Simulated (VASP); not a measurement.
Write the native input for VASP 6.6.1 that does the following.

- Task: single point
- Functional: PBEsol
- Potentials or basis: VASP PAW PBE potentials, release 64 (Ba_sv)
- Cutoff: 520 eV
- k mesh: 10 × 10 × 6
- Occupations: gaussian, width 0.1 eV
- Spin: no spin polarisation
- Dipole correction: no
- Further INCAR settings: ALGO = Fast; EDIFF = 1e-06; NBANDS = 17

The structure of Ba lies in POSCAR:

```
Ba
1.0
    3.5818963522     -2.4584617138      0.0000000000
    3.5818963522      2.4584617138      0.0000000000
    0.0000000000      0.0000000000      6.8860500698
Ba
2
Direct
    0.7964381561      0.2035618439      0.2500000000
    0.2035618439      0.7964381561      0.7500000000
```

This cell differs from its parent crystal: strained.

The input as run:

INCAR

```
SYSTEM = Ba
PREC     = Accurate       ! precision mode
ENCUT    = 520            ! plane-wave cutoff, eV
EDIFF    = 1E-6           ! SCF threshold, eV
ISMEAR   = 0              ! smearing method
SIGMA    = 0.1            ! smearing width, eV
LREAL    = .False.        ! projectors in reciprocal space
LASPH    = .True.         ! aspherical terms in the spheres
NELM     = 60             ! most SCF steps
ALGO     = Fast           ! electronic algorithm
ISIF     = 2              ! what is computed and relaxed
LWAVE    = .False.        ! write WAVECAR
LCHARG   = .True.         ! write CHGCAR
GGA      = PS             ! functional
LELF     = .True.         ! ELF
LVHAR    = .True.       
NBANDS   = 17             ! bands
```

KPOINTS

```
Automatic mesh
0
Gamma
  10 10 6
  0 0 0
```

Potentials or basis: VASP PAW PBE potentials, release 64 (Ba_sv).

Command:

```bash
$ cat potpaw_PBE.64/Ba_sv/POTCAR > POTCAR
$ mpirun -np 1 vasp_std > vasp.out
```

It gave:

| Quantity | Value |
| --- | --- |
| Pressure | -0.3 GPa |
| Largest force | 0.335 eV/Å |
| Band gap on the k mesh | zero (bands 10 and 11 overlap by 0.91 eV) |

Caveat: the cell differs from its parent crystal (strained); the PAW data sets were made with another functional, which shifts forces and pressure a little; spin-orbit coupling is left out, which moves the levels of the heavy elements.

Run time: 4.4 min on 1 thread of Oxide Virtual Turin-like Processor (shared host), peak memory 0.34 GiB.
